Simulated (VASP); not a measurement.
Set up this calculation in VASP 6.6.1, as the native input.

```yaml
Task: single point
Functional: RPBE
Potentials_or_basis: VASP PAW PBE potentials, release 64 (Zr_sv, O)
Cutoff: 600 eV
k_mesh: 5 × 5 × 5
Occupations: gaussian, width 0.01 eV
Spin: no spin polarisation
Dipole_correction: no
Further_INCAR_settings: ALGO = Normal; EDIFF = 1e-06; NBANDS = 19
```

The structure of ZrO2 (Cubic zirconia) lies in POSCAR:

```
ZrO2
1.0
    3.5850310000      0.0000000000      0.0000000000
    1.7925155000      3.1047279194      0.0000000000
    1.7925155000      1.0349093065      2.9271655540
Zr O
1 2
Direct
    0.0000000000      0.0000000000      0.0000000000
    0.2500000000      0.2500000000      0.2500000000
    0.7500000000      0.7500000000      0.7500000000
```

These files were run (other wordings do the same):

INCAR

```
SYSTEM = ZrO2
PREC     = Accurate       ! precision mode
ENCUT    = 600            ! plane-wave cutoff, eV
EDIFF    = 1E-6           ! SCF threshold, eV
ISMEAR   = 0              ! smearing method
SIGMA    = 0.01           ! smearing width, eV
LREAL    = .False.        ! projectors in reciprocal space
LASPH    = .True.         ! aspherical terms in the spheres
NELM     = 120            ! most SCF steps
ALGO     = Normal         ! electronic algorithm
ISIF     = 2              ! what is computed and relaxed
LWAVE    = .False.        ! write WAVECAR
LCHARG   = .False.        ! write CHGCAR
GGA      = RP             ! functional
NBANDS   = 19             ! bands
GGA_COMPAT= .False.
```

KPOINTS

```
Automatic mesh
0
Gamma
  5 5 5
  0 0 0
```

Potentials or basis: VASP PAW PBE potentials, release 64 (Zr_sv, O).

The run is started by

```bash
$ cat potpaw_PBE.64/Zr_sv/POTCAR potpaw_PBE.64/O/POTCAR > POTCAR
$ mpirun -np 1 vasp_std > vasp.out
```

It gave:

```
Pressure               : 11.5 GPa
Band gap on the k mesh : 3.63 eV, indirect (least direct gap 3.96 eV)
```

Caveat: the k points lie up to 0.43 Å⁻¹ apart; the PAW data sets were made with another functional, which shifts forces and pressure a little.

It took 8.4 s on 1 thread of Intel(R) Xeon(R) Platinum 8559C (Emerald Rapids), on a shared host, peak memory 0.16 GiB.
